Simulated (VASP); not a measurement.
# Al2Au (Fm-3m) in VASP: single point with PBE

Aim: the single point of Al2Au with PBE.

All numbers are computed with VASP 6.6.1; they aren't measurements. Logs are shortened: lines on timing, memory, paths and dates and some standing lists are left out, and cuts for length are marked.

## (1) The cell of the first run

Symmetry: Fm-3m, No. 225, cubic system. Conventional cell: a = 6.009 Å, b = 6.009 Å, c = 6.009 Å, α = 90.00°, β = 90.00°, γ = 90.00°. Au (site symmetry m-3m) has 8 Al at 2.60 Å within 3.4 Å. Al (site symmetry -43m) has 4 Au at 2.60 Å and 6 Al at 3.00 Å within 3.4 Å.

## (2) Single point, PBE

INCAR

```
SYSTEM = Al2Au
  PREC = Accurate
  ENCUT = 520
  EDIFF = 1E-7
  ISMEAR = -1
  SIGMA = 0.1
  LREAL = .False.
  LASPH = .True.
  NELM = 80
  ALGO = Normal
  ISIF = 2
  LWAVE = .False.
  LCHARG = .False.
  GGA = PE
  NBANDS = 16
```

KPOINTS

```
regular mesh
0
Gamma
  10 10 10
  0 0 0
```

POSCAR

```
Al2Au
1.0
    0.0000000000      3.0044316900      3.0044316900
    3.0044316900      0.0000000000      3.0044316900
    3.0044316900      3.0044316900      0.0000000000
Au Al
1 2
Direct
    0.0000000000      0.0000000000      0.0000000000
    0.2500000000      0.2500000000      0.2500000000
    0.7500000000      0.7500000000      0.7500000000
```

Potentials or basis: VASP PAW PBE potentials, release 64 (Au, Al).

Run with:

```console
cat potpaw_PBE.64/Au/POTCAR potpaw_PBE.64/Al/POTCAR > POTCAR
mpirun -np 1 vasp_std > vasp.out
```

OUTCAR:

```text
SYSTEM = Al2Au
   PREC = Accurate
   ENCUT = 520
   EDIFF = 1E-7
   ISMEAR = -1
   LREAL = .False.
   LASPH = .True.
   NELM = 80
   ISIF = 2
   GGA = PE

 ion  position               nearest neighbor table
   1  0.000  0.000  0.000-   3 2.60   3 2.60   3 2.60   2 2.60   3 2.60   2 2.60   2 2.60   2 2.60

   2  0.250  0.250  0.250-   1 2.60   1 2.60   1 2.60   1 2.60   3 3.00   3 3.00   3 3.00   3 3.00
                             3 3.00   3 3.00
   3  0.750  0.750  0.750-   1 2.60   1 2.60   1 2.60   1 2.60   2 3.00   2 3.00   2 3.00   2 3.00
                             2 3.00   2 3.00

  LATTYP: Found a face centered cubic cell.
 ALAT       =     6.0088633800

  Lattice vectors:

 A1 = (   0.0000000000,   3.0044316900,   3.0044316900)
 A2 = (   3.0044316900,   0.0000000000,   3.0044316900)
 A3 = (   3.0044316900,   3.0044316900,   0.0000000000)

Analysis of symmetry for initial positions (statically):
=====================================================================
 Subroutine PRICEL returns:
 Original cell was already a primitive cell.

 Routine SETGRP: Setting up the symmetry group for a
 face centered cubic supercell.

 Subroutine GETGRP returns: Found 48 space group operations
 (whereof 48 operations were pure point group operations)
 out of a pool of 48 trial point group operations.

The static configuration has the point symmetry O_h .

Analysis of symmetry for dynamics (positions and initial velocities):
=====================================================================
 Subroutine PRICEL returns:
 Original cell was already a primitive cell.

 Routine SETGRP: Setting up the symmetry group for a
 face centered cubic supercell.

 Subroutine GETGRP returns: Found 48 space group operations
 (whereof 48 operations were pure point group operations)
 out of a pool of 48 trial point group operations.

The dynamic configuration has the point symmetry O_h .

 Subroutine INISYM returns: Found 48 space group operations
 (whereof 48 operations are pure point group operations),
 and found     1 'primitive' translations

----------------------------------------------------------------------------------------

                                     Primitive cell

  volume of cell :      54.2397

  direct lattice vectors                    reciprocal lattice vectors
     0.000000000  3.004431690  3.004431690    -0.166420825  0.166420825  0.166420825
     3.004431690  0.000000000  3.004431690     0.166420825 -0.166420825  0.166420825
     3.004431690  3.004431690  0.000000000     0.166420825  0.166420825 -0.166420825

  length of vectors
     4.248908043  4.248908043  4.248908043     0.288249324  0.288249324  0.288249324

  position of ions in fractional coordinates (direct lattice)
     0.000000000  0.000000000  0.000000000
     0.250000000  0.250000000  0.250000000
     0.750000000  0.750000000  0.750000000

  ion indices of the primitive-cell ions
   primitive index   ion index
                 1           1
                 2           2
                 3           3

----------------------------------------------------------------------------------------

 KPOINTS: regular mesh

Automatic generation of k-mesh.
 Grid dimensions read from file:
 generate k-points for:   10   10   10

 Generating k-lattice:

  Cartesian coordinates                     Fractional coordinates (reciprocal lattice)
    -0.016642082  0.016642082  0.016642082     0.100000000  0.000000000  0.000000000
     0.016642082 -0.016642082  0.016642082     0.000000000  0.100000000  0.000000000
     0.016642082  0.016642082 -0.016642082     0.000000000  0.000000000  0.100000000

  Length of vectors
     0.028824932  0.028824932  0.028824932

  Shift w.r.t. Gamma in fractional coordinates (k-lattice)
     0.000000000  0.000000000  0.000000000

 Subroutine IBZKPT returns following result:
 ===========================================

 Found     47 irreducible k-points:

 Following reciprocal coordinates:
            Coordinates               Weight
  0.000000  0.000000  0.000000      1.000000
  0.100000  0.000000  0.000000      8.000000
  0.200000  0.000000  0.000000      8.000000
  0.300000  0.000000  0.000000      8.000000
  0.400000  0.000000  0.000000      8.000000
  0.500000  0.000000  0.000000      4.000000
[... 16 lines left out ...]
  0.300000  0.300000  0.000000      6.000000
  0.400000  0.300000  0.000000     24.000000
 [... further k-points ...]
   k-points           NKPTS =     47   k-points in BZ     NKDIM =     47   number of bands    NBANDS=     16
   number of dos      NEDOS =    301   number of ions     NIONS =      3
   total plane-waves  NPLWV =  32768
   dimension x,y,z NGX =    32 NGY =   32 NGZ =   32
   dimension x,y,z NGXF=    64 NGYF=   64 NGZF=   64
   ions per type =               1   2
   NGX,Y,Z   is equivalent  to a cutoff of  12.52, 12.52, 12.52 a.u.
   NGXF,Y,Z  is equivalent  to a cutoff of  25.04, 25.04, 25.04 a.u.
 SYSTEM =  Al2Au
   PREC   = accura    normal or accurate (medium, high low for compatibility)
   ISTART =      0    job   : 0-new  1-cont  2-samecut
   ICHARG =      2    charge: 1-file 2-atom 10-const
   ISPIN  =      1    spin polarized calculation?
   LNONCOLLINEAR =      F non collinear calculations
   LSORBIT =      F    spin-orbit coupling
   LASPH  =      T    aspherical Exc in radial PAW
   ENCUT  =  520.0 eV  38.22 Ry    6.18 a.u.   7.90  7.90  7.90*2*pi/ulx,y,z
   NELM   =     80;   NELMIN=  2; NELMDL= -5     # of ELM steps
   EDIFF  = 0.1E-06   stopping-criterion for ELM
   LREAL  =      F    real-space projection
   EDIFFG = 0.1E-05   stopping-criterion for IOM
   NSW    =      0    number of steps for IOM
   IBRION =     -1    ionic relax: 0-MD 1-quasi-New 2-CG
   NFREE  =      0    steps in history (QN), initial steepest desc. (CG)
   ISIF   =      2    stress and relaxation
   ISYM   =      2    0-nonsym 1-usesym 2-fastsym
   POTIM  = 0.5000    time-step for ionic-motion
   TEBEG  =    0.0;   TEEND  =   0.0 temperature during run
   PSTRESS=    0.0 pullay stress
   NELECT =      17.0000    total number of electrons
   NUPDOWN=      -1.0000    fix difference up-down
   EMIN   =  10.00;   EMAX   =-10.00  energy-range for DOS
   EFERMI =   0.00;   METHOD = LEGACY
   ISMEAR =    -1;   SIGMA  =   0.10  broadening in eV -4-tet -1-fermi 0-gaus
   EFERMI_NEDOS =   21; number of points for ismear=-14 and -15
   IALGO  =     38    algorithm
   IMIX   =      4    mixing-type and parameters
     AMIX     =   0.40;   BMIX     =  1.00
     AMIX_MAG =   1.60;   BMIX_MAG =  1.00
  volume/ion in A,a.u.               =      18.08       122.01
  Fermi-wavevector in a.u.,A,eV,Ry     =   1.112036  2.101443 16.825289  1.236624
  Thomas-Fermi vector in A             =   2.248606
   LORBIT       =      0    0 simple, 1 ext, 2 COOP (PROOUT), +10 PAW based schemes
   GGA     = PE    functional components
   LHFCALC =     F    Hartree Fock is set to
   AEXX    =    0.0000 exact exchange contribution
   IVDW    =     0    specifies the selected vdW correction
   LEPSILON=     F    determine dielectric tensor
   LRPA    =     F    only Hartree local field effects (RPA)
 non-spin polarized calculation
  energy-cutoff  :      520.00
  volume of cell :       54.24
 maximum number of plane-waves:      1476
   NGX = 15   NGY = 15   NGZ = 15

 number of electron      17.0000001 magnetization

 Free energy of the ion-electron system (eV)
  ---------------------------------------------------
  ext. energy  EPLUGINS =         0.00000000
  ---------------------------------------------------
  free energy    TOTEN  =       -12.02628845 eV

  energy without entropy =      -11.99846723  energy(sigma->0) =      -12.01237784

 E-fermi :   7.7414     XC(G=0): -10.5068

 val. band max:        7.6880333785   @ k =  -0.2000   0.1000   0.0000
 cond. band min:       7.7814866097   @ k =   0.5000   0.1000   0.0000
 fundamental gap:      0.0934532313
 Fermi energy:         7.7414313015

 k-point     1 :       0.0000    0.0000    0.0000
  band No.  band energies     occupation
      1      -2.7741      2.00000
      2       1.1706      2.00000
      3       1.1706      2.00000
      4       1.1706      2.00000
      5       2.1233      2.00000
      6       2.1233      2.00000
[... 8 lines left out ...]
     15      13.4745      0.00000
     16      13.4745      0.00000

 k-point     2 :       0.1000    0.0000    0.0000
  band No.  band energies     occupation
      1      -2.6434      2.00000
      2       1.1274      2.00000
      3       1.2036      2.00000
      4       1.2036      2.00000
      5       2.1164      2.00000
      6       2.1164      2.00000
[... 8 lines left out ...]
     15      13.1595      0.00000
     16      13.2192      0.00000

 k-point     3 :       0.2000    0.0000    0.0000
  band No.  band energies     occupation
      1      -2.2619      2.00000
      2       1.0271      2.00000
      3       1.2836      2.00000
      4       1.2836      2.00000
      5       2.1117      2.00000
      6       2.1117      2.00000
[... 8 lines left out ...]
     15      13.4995      0.00000
     16      13.7135      0.00000

 k-point     4 :       0.3000    0.0000    0.0000
  band No.  band energies     occupation
      1      -1.6760      2.00000
      2       0.9502      2.00000
      3       1.3624      2.00000
      4       1.3624      2.00000
      5       2.1427      2.00000
      6       2.1427      2.00000
[... 8 lines left out ...]
     15      14.6621      0.00000
     16      14.7760      0.00000

 k-point     5 :       0.4000    0.0000    0.0000
  band No.  band energies     occupation
      1      -1.0381      2.00000
      2       1.0360      2.00000
      3       1.4027      2.00000
      4       1.4027      2.00000
      5       2.2075      2.00000
      6       2.2075      2.00000
[... 8 lines left out ...]
     15      15.8876      0.00000
     16      16.1765      0.00000

 k-point     6 :       0.5000    0.0000    0.0000
  band No.  band energies     occupation
      1      -0.7318      2.00000
      2       1.3042      2.00000
      3       1.4120      2.00000
      4       1.4120      2.00000
      5       2.2430      2.00000
      6       2.2430      2.00000
[... 8 lines left out ...]
     15      16.5734      0.00000
     16      17.5425      0.00000
[... 267 lines left out ...]
 k-point    21 :      -0.3000    0.2000    0.0000
  band No.  band energies     occupation
      1      -0.8046      2.00000
      2       0.8262      2.00000
      3       1.4560      2.00000
      4       1.5642      2.00000
      5       2.0440      2.00000
      6       2.2446      2.00000
[... 8 lines left out ...]
     15      15.2125      0.00000
     16      16.7632      0.00000

 k-point    22 :      -0.2000    0.2000    0.0000
  band No.  band energies     occupation
      1      -1.4549      2.00000
      2       0.8553      2.00000
      3       1.4102      2.00000
      4       1.4613      2.00000
      5       2.0051      2.00000
      6       2.2450      2.00000
[... 8 lines left out ...]
     15      15.0207      0.00000
     16      16.6385      0.00000

 k-point    23 :       0.3000    0.3000    0.0000
  band No.  band energies     occupation
      1      -1.2357      2.00000
      2       0.6947      2.00000
      3       1.6162      2.00000
      4       1.6162      2.00000
      5       1.7702      2.00000
      6       2.3177      2.00000
[... 8 lines left out ...]
     15      15.5982      0.00000
     16      17.2523      0.00000

 k-point    24 :       0.4000    0.3000    0.0000
  band No.  band energies     occupation
      1      -0.6517      2.00000
      2       0.6161      2.00000
      3       1.5585      2.00000
      4       1.7249      2.00000
      5       1.9193      2.00000
      6       2.3482      2.00000
[... 8 lines left out ...]
     15      16.7524      0.00000
     16      18.2490      0.00000

 [... further k-points ...]

------------------------ aborting loop because EDIFF is reached ----------------------------------------

  FORCE on cell =-STRESS in cart. coord.  units (eV):
  Direction    XX          YY          ZZ          XY          YZ          ZX
  --------------------------------------------------------------------------------------
  -------------------------------------------------------------------------------------
  Total        0.9100478      0.9100478      0.9100478      0.0000000     -0.0000000      0.0000000
  in kB       26.8817645     26.8817645     26.8817645      0.0000000     -0.0000000      0.0000000
  external PRESSURE =      26.8817645 kB  Pullay stress =       0.0000000 kB

 VOLUME and BASIS-vectors are now :
 -----------------------------------------------------------------------------
  energy-cutoff  :      520.00
  volume of cell :       54.24
      direct lattice vectors                 reciprocal lattice vectors
     0.000000000  3.004431690  3.004431690    -0.166420825  0.166420825  0.166420825
     3.004431690  0.000000000  3.004431690     0.166420825 -0.166420825  0.166420825
     3.004431690  3.004431690  0.000000000     0.166420825  0.166420825 -0.166420825

 POSITION                                       TOTAL-FORCE (eV/Angst)
 -----------------------------------------------------------------------------------
      0.00000      0.00000      0.00000         0.000000     -0.000000     -0.000000
      1.50222      1.50222      1.50222        -0.000000     -0.000000     -0.000000
      4.50665      4.50665      4.50665         0.000000      0.000000      0.000000
 -----------------------------------------------------------------------------------
    total drift:                                0.000000     -0.000000      0.000000

  FREE ENERGIE OF THE ION-ELECTRON SYSTEM (eV)
  ---------------------------------------------------
  free  energy   TOTEN  =       -12.0262884473 eV

  energy  without entropy=      -11.9984672297  energy(sigma->0) =      -12.01237784
```

Wall time 12 s (1 thread of Intel Xeon 6975P-C (Granite Rapids), shared host); peak memory 0.18 GiB.

What came out:

| Quantity | Value |
| --- | --- |
| Free energy | -12.0263 eV |
| Pressure | 2.7 GPa |
| Band gap on the k mesh | zero (an odd number of electrons rules out a gap without spin polarisation) |

Levels at points of the mesh, in eV from the Fermi level:
```
           k point  band 6  band 7  band 8  band 9  band 10  band 11  band 12  band 13
(0.00, 0.00, 0.00)   -5.62    2.21    2.96    2.96     2.96     3.89     3.89     3.89
(0.50, 0.00, 0.00)   -5.50   -5.43    0.37    0.37     3.29     3.57     3.80     3.80
(0.50, 0.50, 0.00)   -5.32   -5.00   -2.10   -2.10     1.24     2.10     7.65     9.78
```

Caveat: spin-orbit coupling is left out, which moves the levels of the heavy elements.
